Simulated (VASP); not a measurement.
# Ge (Fd-3m) in VASP: relaxation of cell and atoms with PBE

Aim: the relaxation of cell and atoms of Ge with PBE.

Program: VASP 6.6.1. These are calculated values, not measurements. Logs are shortened: lines on timing, memory, paths and dates and some standing lists are left out, and cuts for length are marked.

**1. The cell of the first run**

Symmetry: Fd-3m, No. 227, cubic system. The conventional cell has a = 5.658 Å, b = 5.658 Å, c = 5.658 Å, α = 90.00°, β = 90.00°, γ = 90.00°. Ge (site symmetry -43m) has 4 Ge at 2.45 Å within 3.2 Å.

**2. Relaxation of cell and atoms, PBE**

Contents of INCAR:

```
SYSTEM = Ge
PREC = Accurate ; ENCUT = 600
EDIFF = 1E-6 ; ISMEAR = 0
SIGMA = 0.1 ; LREAL = .FALSE.
LASPH = .TRUE. ; NELM = 60
ALGO = Normal ; ISIF = 3
LWAVE = .FALSE. ; LCHARG = .FALSE.
GGA = PE ; IBRION = 2
NSW = 100 ; EDIFFG = -0.005
```

Contents of KPOINTS:

```
Automatic mesh
0
G
  14 14 14
  0 0 0
```

Contents of POSCAR:

```
Ge
1.0
    0.0000000000      2.8287700000      2.8287700000
    2.8287700000      0.0000000000      2.8287700000
    2.8287700000      2.8287700000      0.0000000000
Ge
2
Direct
    0.5000000000      0.5000000000      0.5000000000
    0.7500000000      0.7500000000      0.7500000000
```

Potentials or basis: VASP PAW PBE potentials, release 64 (Ge_d).

The run is started by

```
$ cat potpaw_PBE.64/Ge_d/POTCAR > POTCAR
$ mpirun -np 1 vasp_std > vasp.out
```

OUTCAR:

```text
SYSTEM = Ge
   PREC = Accurate
   ENCUT = 600
   EDIFF = 1E-6
   ISMEAR = 0
   LREAL = .FALSE.
   LASPH = .TRUE.
   NELM = 60
   ISIF = 3
   GGA = PE
   IBRION = 2
   NSW = 100
   EDIFFG = -0.005

 ion  position               nearest neighbor table
   1  0.500  0.500  0.500-   2 2.45   2 2.45   2 2.45   2 2.45
   2  0.750  0.750  0.750-   1 2.45   1 2.45   1 2.45   1 2.45

  LATTYP: Found a face centered cubic cell.
 ALAT       =     5.6575400000

  Lattice vectors:

 A1 = (   0.0000000000,   2.8287700000,   2.8287700000)
 A2 = (   2.8287700000,   0.0000000000,   2.8287700000)
 A3 = (   2.8287700000,   2.8287700000,   0.0000000000)

Analysis of symmetry for initial positions (statically):
=====================================================================
 Subroutine PRICEL returns:
 Original cell was already a primitive cell.

 Routine SETGRP: Setting up the symmetry group for a
 face centered cubic supercell.

 Subroutine GETGRP returns: Found 48 space group operations
 (whereof 24 operations were pure point group operations)
 out of a pool of 48 trial point group operations.

The static configuration has the point symmetry T_d .
 The point group associated with its full space group is O_h .

Analysis of symmetry for dynamics (positions and initial velocities):
=====================================================================
 Subroutine PRICEL returns:
 Original cell was already a primitive cell.

 Routine SETGRP: Setting up the symmetry group for a
 face centered cubic supercell.

 Subroutine GETGRP returns: Found 48 space group operations
 (whereof 24 operations were pure point group operations)
 out of a pool of 48 trial point group operations.

The dynamic configuration has the point symmetry T_d .
 The point group associated with its full space group is O_h .

 Subroutine INISYM returns: Found 48 space group operations
 (whereof 24 operations are pure point group operations),
 and found     1 'primitive' translations

----------------------------------------------------------------------------------------

                                     Primitive cell

  volume of cell :      45.2713

  direct lattice vectors                    reciprocal lattice vectors
     0.000000000  2.828770000  2.828770000    -0.176755268  0.176755268  0.176755268
     2.828770000  0.000000000  2.828770000     0.176755268 -0.176755268  0.176755268
     2.828770000  2.828770000  0.000000000     0.176755268  0.176755268 -0.176755268

  length of vectors
     4.000484899  4.000484899  4.000484899     0.306149105  0.306149105  0.306149105

  position of ions in fractional coordinates (direct lattice)
     0.500000000  0.500000000  0.500000000
[... 64 lines left out ...]
   dimension x,y,z NGXF=    64 NGYF=   64 NGZF=   64
   ions per type =               2
   NGX,Y,Z   is equivalent  to a cutoff of  13.30, 13.30, 13.30 a.u.
   NGXF,Y,Z  is equivalent  to a cutoff of  26.60, 26.60, 26.60 a.u.
 SYSTEM =  Ge
   PREC   = accura    normal or accurate (medium, high low for compatibility)
   ISTART =      0    job   : 0-new  1-cont  2-samecut
   ICHARG =      2    charge: 1-file 2-atom 10-const
   ISPIN  =      1    spin polarized calculation?
   LNONCOLLINEAR =      F non collinear calculations
   LSORBIT =      F    spin-orbit coupling
   LASPH  =      T    aspherical Exc in radial PAW
   ENCUT  =  600.0 eV  44.10 Ry    6.64 a.u.   7.99  7.99  7.99*2*pi/ulx,y,z
   NELM   =     60;   NELMIN=  2; NELMDL= -5     # of ELM steps
   EDIFF  = 0.1E-05   stopping-criterion for ELM
   LREAL  =      F    real-space projection
   EDIFFG = -.5E-02   stopping-criterion for IOM
   NSW    =    100    number of steps for IOM
   IBRION =      2    ionic relax: 0-MD 1-quasi-New 2-CG
   NFREE  =      1    steps in history (QN), initial steepest desc. (CG)
   ISIF   =      3    stress and relaxation
   ISYM   =      2    0-nonsym 1-usesym 2-fastsym
   POTIM  = 0.5000    time-step for ionic-motion
   TEBEG  =    0.0;   TEEND  =   0.0 temperature during run
   PSTRESS=    0.0 pullay stress
   NELECT =      28.0000    total number of electrons
   NUPDOWN=      -1.0000    fix difference up-down
   EMIN   =  10.00;   EMAX   =-10.00  energy-range for DOS
   EFERMI =   0.00;   METHOD = LEGACY
   ISMEAR =     0;   SIGMA  =   0.10  broadening in eV -4-tet -1-fermi 0-gaus
   EFERMI_NEDOS =   21; number of points for ismear=-14 and -15
   IALGO  =     38    algorithm
   IMIX   =      4    mixing-type and parameters
     AMIX     =   0.40;   BMIX     =  1.00
     AMIX_MAG =   1.60;   BMIX_MAG =  1.00
  volume/ion in A,a.u.               =      22.64       152.75
  Fermi-wavevector in a.u.,A,eV,Ry     =   1.394825  2.635838 26.470653  1.945538
  Thomas-Fermi vector in A             =   2.518337
   LORBIT       =      0    0 simple, 1 ext, 2 COOP (PROOUT), +10 PAW based schemes
   GGA     = PE    functional components
   LHFCALC =     F    Hartree Fock is set to
   AEXX    =    0.0000 exact exchange contribution
   IVDW    =     0    specifies the selected vdW correction
   LEPSILON=     F    determine dielectric tensor
   LRPA    =     F    only Hartree local field effects (RPA)
 conjugate gradient relaxation of ions
 non-spin polarized calculation
 Gauss-broadening in eV      SIGMA  =   0.10
  energy-cutoff  :      600.00
  volume of cell :       45.27
 maximum number of plane-waves:      1526
   NGX = 15   NGY = 15   NGZ = 15

--------------------------------------- Ionic step        1  -------------------------------------------

 number of electron      28.0000013 magnetization

 Free energy of the ion-electron system (eV)
  ---------------------------------------------------
  ext. energy  EPLUGINS =         0.00000000
  ---------------------------------------------------
  free energy    TOTEN  =        -9.00969966 eV

  energy without entropy =       -9.00958713  energy(sigma->0) =       -9.00964339

 E-fermi :   5.0491     XC(G=0):  -9.9257

 val. band max:        5.0291120950   @ k =   0.0000   0.0000   0.0000
 cond. band min:       5.1784618271   @ k =   0.5000   0.0000   0.0000
 fundamental gap:      0.1493497321
 Fermi energy:         5.0490519323

 k-point     1 :       0.0000    0.0000    0.0000
  band No.  band energies     occupation
      1     -19.8217      2.00000
      2     -19.8217      2.00000
      3     -19.8217      2.00000
      4     -19.7855      2.00000
      5     -19.7855      2.00000
      6     -19.5749      2.00000
[... 638 lines left out ...]
--------------------------------------- Ionic step        5  -------------------------------------------

 number of electron      28.0000018 magnetization

 Free energy of the ion-electron system (eV)
  ---------------------------------------------------
  ext. energy  EPLUGINS =         0.00000000
  ---------------------------------------------------
  free energy    TOTEN  =        -9.03686487 eV

  energy without entropy =       -9.03646811  energy(sigma->0) =       -9.03666649

 E-fermi :   4.4936     XC(G=0):  -9.6813

 val. band max:        4.3854361508   @ k =  -0.0714   0.0714   0.0000
 cond. band min:       4.4992279819   @ k =   0.0000   0.0000   0.0000
 fundamental gap:      0.1137918311
 Fermi energy:         4.4935960253

 k-point     1 :       0.0000    0.0000    0.0000
  band No.  band energies     occupation
      1     -20.2486      2.00000
      2     -20.2486      2.00000
      3     -20.2486      2.00000
      4     -20.2163      2.00000
      5     -20.2163      2.00000
      6     -20.0322      2.00000
[... 524 lines left out ...]
  FREE ENERGIE OF THE ION-ELECTRON SYSTEM (eV)
  ---------------------------------------------------
  free  energy   TOTEN  =        -9.0368648674 eV

  energy  without entropy=       -9.0364681127  energy(sigma->0) =       -9.03666649

 reached required accuracy - stopping structural energy minimisation
```

CONTCAR:

```text
Ge
   1.00000000000000
     0.0000000000000000    2.8782771614308387    2.8782771614308387
     2.8782771614308387    0.0000000000000000    2.8782771614308387
     2.8782771614308387    2.8782771614308387    0.0000000000000000
  Ge
     2
Direct
     0.5000000000000000    0.5000000000000000    0.5000000000000000
     0.7500000000000000    0.7500000000000000    0.7500000000000000

  0.00000000E+00  0.00000000E+00  0.00000000E+00
  0.00000000E+00  0.00000000E+00  0.00000000E+00
```

Wall time 5.2 min (1 thread of Intel Xeon 8259CL, shared host); peak memory 0.24 GiB.

What came out:

```yaml
Free_energy: -9.0369 eV
Relaxed_volume: 23.85 Å³/atom
Relaxed_cell: a = 4.070 Å, b = 4.070 Å, c = 4.070 Å, α = 60.00°, β = 60.00°, γ = 60.00°
Space_group_after_relaxing_to_0.1_Å: Fd-3m (No. 227)
Energy_gained_by_relaxing: 13.6 meV/atom
Ionic_steps: 5
Pressure_after_relaxing: 0.0 GPa
Band_gap_on_the_k_mesh: zero (filled and empty bands touch)
```

Step by step:
| step | energy change (eV) | largest force (eV/Å) | pressure (GPa) | volume (Å³) |
| --- | --- | --- | --- | --- |
| 1 | 0.0000 | 0.0000 | 3.59 | 45.27 |
| 2 | -0.0243 | 0.0000 | -1.15 | 48.68 |
| 3 | -0.0272 | 0.0000 | -0.27 | 47.79 |
| 4 | -0.0271 | 0.0000 | 0.24 | 47.60 |
| 5 | -0.0272 | 0.0000 | 0.02 | 47.69 |

Final structure:
```xyz
2
Lattice="0.0000 2.8783 2.8783 2.8783 0.0000 2.8783 2.8783 2.8783 0.0000" Properties=species:S:1:pos:R:3 pbc="T T T"
Ge    2.8783    2.8783    2.8783
Ge    4.3174    4.3174    4.3174
```

Caveat: semilocal functionals underestimate gaps, so a narrow gap can read as zero. PBE usually gives volumes a little too large and moduli too small.
